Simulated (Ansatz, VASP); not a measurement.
## ZnSn2N2 in VASP and in Ansatz

```
Zn Sn N
1.0
     6.61764    0.00000    0.00000
     0.00000    6.61764    0.00000
     0.00000    0.00000    5.43200
Zn Sn N
2 4 4
Cartesian
  0.0000 3.3088 0.0000
  3.3088 0.0000 2.7160
  4.9752 0.0000 0.0000
  1.6425 0.0000 0.0000
  0.0000 4.9752 2.7160
  0.0000 1.6425 2.7160
  5.1685 0.0000 2.7160
  1.4492 0.0000 2.7160
  0.0000 5.1685 0.0000
  0.0000 1.4492 0.0000
```

Alike in both runs: functional PBE; k mesh 2 × 2 × 2; occupations gaussian, width 0.15 eV; no spin polarisation.

Ansatz relaxed the structure, and its values are those at the end. VASP's run is a single point on that final structure, the one shown.

|  | VASP | Ansatz |
| --- | --- | --- |
| version | VASP 6.6.1 | Ansatz 0.2.0 |
| potentials or method | VASP PAW PBE potentials, release 64 (Zn, Sn_d, N), cutoff 520 eV | scalar-relativistic, plane waves, PAW |
| valence electrons in the cell | 100 | 100 |

VASP gave:

* gap on the k mesh at the Fermi level (eV): none
* pressure (GPa): 0.6
* rms of the force components (eV/Å): 0.025

Q: Which values does Ansatz return?

A: gap on the k mesh at the Fermi level (eV): none; pressure (GPa): 0.4; rms of the force components (eV/Å): 0.032.

A gap of «none» marks a metal or a gap that the smearing closes.

The k mesh is coarse, so the values compare programs but aren't converged.
